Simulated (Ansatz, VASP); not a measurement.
**V: VASP beside Ansatz**

```xyz
3
Lattice="2.9971 0.0000 0.0000 0.0000 2.9971 0.0000 0.0000 0.0000 18.9971" Properties=species:S:1:pos:R:3 pbc="T T T"
V     0.0000    0.0000    8.1886
V     1.4985    1.4985    9.4985
V     0.0000    0.0000   10.8085
```

Alike in both runs: functional PBE; k mesh 11 × 11 × 1; occupations fermi-dirac, width 0.05 eV; no spin polarisation.

Ansatz relaxed the structure, and its values are those at the end. VASP's run is a single point on that final structure, the one shown.

|  | VASP | Ansatz |
| --- | --- | --- |
| version | VASP 6.6.1 | Ansatz 0.2.0 |
| potentials or method | VASP PAW PBE potentials, release 64 (V_sv) | PAW with Ansatz's default frozen-core files, scalar-relativistic |
| plane-wave cutoff (eV) | 520 | 420 |
| valence electrons in the cell | 39 | 39 |

```tsv
	VASP	Ansatz	Ansatz less VASP
rms of the force components (eV/Å)	0.017	0.004	-0.0131
```

Ansatz's warnings: stress scf threshold loose.
